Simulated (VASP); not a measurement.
# Ga3Sb (I4/mmm) in VASP: notebook, part 2 of 2

VASP 6.6.1.

## Step 4: Single point, PBEsol+D3(BJ)

Contents of INCAR:

```
ALGO = Fast
EDIFF = 1E-6
ENCUT = 520
GGA = PS
ISIF = 2
ISMEAR = 0
IVDW = 12
LASPH = T
LCHARG = F
LREAL = F
LWAVE = F
NBANDS = 30
NELM = 60
PREC = Accurate
SIGMA = 0.15
```

Contents of KPOINTS:

```
k-points
0
Gamma
  14 14 14
```

Contents of POSCAR:

```
Ga3Sb
1.0
   -2.0930456793      2.0930456793      4.4761531253
    2.0930456793     -2.0930456793      4.4761531253
    2.0930456793      2.0930456793     -4.4761531253
Ga Sb
3 1
Direct
    0.7500000000      0.2500000000      0.5000000000
    0.2500000000      0.7500000000      0.5000000000
    0.5000000000      0.5000000000      0.0000000000
    0.0000000000      0.0000000000      0.0000000000
```

Potentials or basis: VASP PAW PBE potentials, release 64 (Ga_d, Sb).

The run is started by

```bash
cat potpaw_PBE.64/Ga_d/POTCAR potpaw_PBE.64/Sb/POTCAR > POTCAR
mpirun -np 1 vasp_std > vasp.out
```

OUTCAR:

```text
EDIFF = 1E-6
   ENCUT = 520
   GGA = PS
   ISIF = 2
   ISMEAR = 0
   IVDW = 12
   LASPH = T
   LREAL = F
   NELM = 60
   PREC = Accurate
 IVDW          = 12

 ion  position               nearest neighbor table
   1  0.750  0.250  0.500-   4 3.06   4 3.06   4 3.06   4 3.06
   2  0.250  0.750  0.500-   4 3.06   4 3.06   4 3.06   4 3.06
   3  0.500  0.500  0.000-   4 2.96   4 2.96   4 2.96   4 2.96
   4  0.000  0.000  0.000-   3 2.96   3 2.96   3 2.96   3 2.96   2 3.06   1 3.06   2 3.06   1 3.06
                             1 3.06   1 3.06   2 3.06   2 3.06

  LATTYP: Found a body centered tetragonal cell.
 ALAT       =     4.1860913586
 C/A-ratio  =     2.1385835816

  Lattice vectors:

 A1 = (  -2.0930456793,   2.0930456793,   4.4761531253)
 A2 = (   2.0930456793,  -2.0930456793,   4.4761531253)
 A3 = (   2.0930456793,   2.0930456793,  -4.4761531253)

Analysis of symmetry for initial positions (statically):
=====================================================================
 Subroutine PRICEL returns:
 Original cell was already a primitive cell.

 Routine SETGRP: Setting up the symmetry group for a
 body centered tetragonal supercell.

 Subroutine GETGRP returns: Found 16 space group operations
 (whereof 16 operations were pure point group operations)
 out of a pool of 16 trial point group operations.

The static configuration has the point symmetry D_4h.

Analysis of symmetry for dynamics (positions and initial velocities):
=====================================================================
 Subroutine PRICEL returns:
 Original cell was already a primitive cell.

 Routine SETGRP: Setting up the symmetry group for a
 body centered tetragonal supercell.

 Subroutine GETGRP returns: Found 16 space group operations
 (whereof 16 operations were pure point group operations)
 out of a pool of 16 trial point group operations.

The dynamic configuration has the point symmetry D_4h.

[... 120 lines left out ...]
   IMIX   =      4    mixing-type and parameters
     AMIX     =   0.40;   BMIX     =  1.00
     AMIX_MAG =   1.60;   BMIX_MAG =  1.00
  volume/ion in A,a.u.               =      19.61       132.33
  Fermi-wavevector in a.u.,A,eV,Ry     =   1.350159  2.551431 24.802462  1.822930
  Thomas-Fermi vector in A             =   2.477687
   LORBIT       =      0    0 simple, 1 ext, 2 COOP (PROOUT), +10 PAW based schemes
   GGA     = PS    functional components
   LHFCALC =     F    Hartree Fock is set to
   AEXX    =    0.0000 exact exchange contribution
   IVDW    =    12    specifies the selected vdW correction
   LEPSILON=     F    determine dielectric tensor
   LRPA    =     F    only Hartree local field effects (RPA)
 non-spin polarized calculation
 RMM-DIIS sequential band-by-band and
 Gauss-broadening in eV      SIGMA  =   0.15
  energy-cutoff  :      520.00
  volume of cell :       78.44
 maximum number of plane-waves:      2130
   NGX = 19   NGY = 19   NGZ = 19

 number of electron      43.9999988 magnetization

 Free energy of the ion-electron system (eV)
  ---------------------------------------------------
  ext. energy  EPLUGINS =         0.00000000
  ---------------------------------------------------
  free energy    TOTEN  =       -14.27416491 eV

  energy without entropy =      -14.25650813  energy(sigma->0) =      -14.26533652

 E-fermi :   7.0844     XC(G=0): -11.1820

 val. band max:        7.0815477772   @ k =   0.4286   0.2143   0.0000
 cond. band min:       7.0986312796   @ k =  -0.1429  -0.2143   0.1429
 fundamental gap:      0.0170835024
 Fermi energy:         7.0843861981

 k-point     1 :       0.0000    0.0000    0.0000
  band No.  band energies     occupation
      1      -7.9120      2.00000
      2      -7.8689      2.00000
      3      -7.8391      2.00000
      4      -7.7879      2.00000
      5      -7.7879      2.00000
      6      -7.7872      2.00000
[... 781 lines left out ...]
     29      12.1342      0.00000
     30      15.2816      0.00000

 [... further k-points ...]

------------------------ aborting loop because EDIFF is reached ----------------------------------------

 Edisp (eV)   -1.49848

 E8    (eV) :    -1.0359

  FORCE on cell =-STRESS in cart. coord.  units (eV):
  Direction    XX          YY          ZZ          XY          YZ          ZX
  --------------------------------------------------------------------------------------
  -------------------------------------------------------------------------------------
  Total       0.04364     0.04364     0.02202     0.00000     0.00000    -0.00000
  in kB       0.89136     0.89136     0.44979     0.00000     0.00000    -0.00000
  external pressure =        0.74 kB  Pullay stress =        0.00 kB

 VOLUME and BASIS-vectors are now :
 -----------------------------------------------------------------------------
  energy-cutoff  :      520.00
  volume of cell :       78.44
      direct lattice vectors                 reciprocal lattice vectors
    -2.093045679  2.093045679  4.476153125     0.000000000  0.238886330  0.111703060
     2.093045679 -2.093045679  4.476153125     0.238886330  0.000000000  0.111703060
     2.093045679  2.093045679 -4.476153125     0.238886330  0.238886330  0.000000000

 POSITION                                       TOTAL-FORCE (eV/Angst)
 -----------------------------------------------------------------------------------
     -0.00000      2.09305      2.23808        -0.000000      0.000000      0.000000
      2.09305     -0.00000      2.23808         0.000000     -0.000000     -0.000000
      0.00000      0.00000      4.47615        -0.000000     -0.000000      0.000000
      0.00000      0.00000      0.00000        -0.000000     -0.000000      0.000000
 -----------------------------------------------------------------------------------
    total drift:                               -0.000000     -0.000000      0.000000

  FREE ENERGIE OF THE ION-ELECTRON SYSTEM (eV)
  ---------------------------------------------------
  free  energy   TOTEN  =       -15.7726437620 eV

  energy  without entropy=      -15.7549869801  energy(sigma->0) =      -15.76381537
```

OSZICAR:

```text
N       E                     dE             d eps       ncg     rms          rms(c)
DAV:   1     0.296960891478E+03    0.29696E+03   -0.20671E+04 15154   0.244E+03
DAV:   2     0.217922679030E+02   -0.27517E+03   -0.26738E+03 15002   0.505E+02
DAV:   3    -0.132538219436E+02   -0.35046E+02   -0.34323E+02 16728   0.137E+02
DAV:   4    -0.143594535193E+02   -0.11056E+01   -0.11003E+01 17340   0.263E+01
DAV:   5    -0.143875893866E+02   -0.28136E-01   -0.28126E-01 19032   0.417E+00    0.294E+00
RMM:   6    -0.142972422036E+02    0.90347E-01   -0.16999E-01 18929   0.413E+00    0.163E+00
RMM:   7    -0.142758287146E+02    0.21413E-01   -0.65359E-02 19937   0.192E+00    0.269E-01
RMM:   8    -0.142741772124E+02    0.16515E-02   -0.53734E-03 20672   0.700E-01    0.558E-02
RMM:   9    -0.142741556323E+02    0.21580E-04   -0.10810E-03 22568   0.301E-01    0.529E-02
RMM:  10    -0.142741651282E+02   -0.94959E-05   -0.25401E-04 25035   0.126E-01    0.153E-02
RMM:  11    -0.142741634850E+02    0.16432E-05   -0.38430E-05 21512   0.561E-02    0.215E-03
RMM:  12    -0.142741648568E+02   -0.13718E-05   -0.13771E-05 18801   0.258E-02    0.181E-03
RMM:  13    -0.142741649078E+02   -0.50944E-07   -0.21041E-06 11986   0.131E-02
   1 F= -.15772644E+02 E0= -.15763815E+02  d E =-.176568E-01
```

Run time: 23 min. Hardware: 1 thread of Oxide Virtual Turin-like, shared host; peak memory 0.57 GiB.

Results:

```yaml
Free_energy: -15.7726 eV
Pressure: 0.1 GPa
Band_gap_on_the_k_mesh: zero (bands 22 and 23 overlap by 5.06 eV)
Dispersion_energy_per_atom: -0.375 eV
```

Levels at points of the mesh, in eV from the Fermi level:
| k point | band 18 | band 19 | band 20 | band 21 | band 22 | band 23 | band 24 | band 25 | band 26 | band 27 |
| --- | --- | --- | --- | --- | --- | --- | --- | --- | --- | --- |
| (0.00, 0.00, 0.00) | -4.26 | -2.76 | -2.07 | -2.07 | -1.71 | -0.56 | -0.56 | 0.71 | 0.87 | 4.45 |
| (0.50, 0.00, 0.00) | -5.61 | -5.35 | -1.21 | -0.43 | -0.34 | 0.15 | 1.93 | 3.08 | 3.41 | 3.63 |
| (0.50, 0.50, 0.00) | -6.06 | -5.39 | -5.33 | -4.72 | -0.20 | 0.27 | 0.28 | 1.01 | 7.50 | 7.65 |
| (0.50, 0.50, 0.50) | -3.74 | -3.50 | -3.50 | -2.46 | 2.57 | 3.04 | 3.04 | 4.02 | 4.98 | 5.18 |

Caveat: the PAW data sets were made with another functional, which shifts forces and pressure a little; spin-orbit coupling is left out, which moves the levels of the heavy elements.

## Step 5: Overview

| task | cell | cutoff (eV) | smearing | gap on the mesh (eV) | pressure (GPa) |
| --- | --- | --- | --- | --- | --- |
| relaxation of cell and atoms | relaxed | 600 | gaussian 0.1 eV | none | 0.0 |
| single point | as given | 520 | gaussian 0.1 eV | none | 0.1 |
| single point | as given | 520 | gaussian 0.15 eV | none | 0.1 |

Alike in all rows: level PBEsol+D3(BJ); potentials or basis VASP PAW PBE potentials, release 64 (Ga_d, Sb); no spin polarisation; k mesh 14 × 14 × 14.

Caveats: the PAW data sets were made with another functional, which shifts forces and pressure a little; spin-orbit coupling is left out, which moves the levels of the heavy elements.

Absolute energies hang on the potentials; compare differences alone.
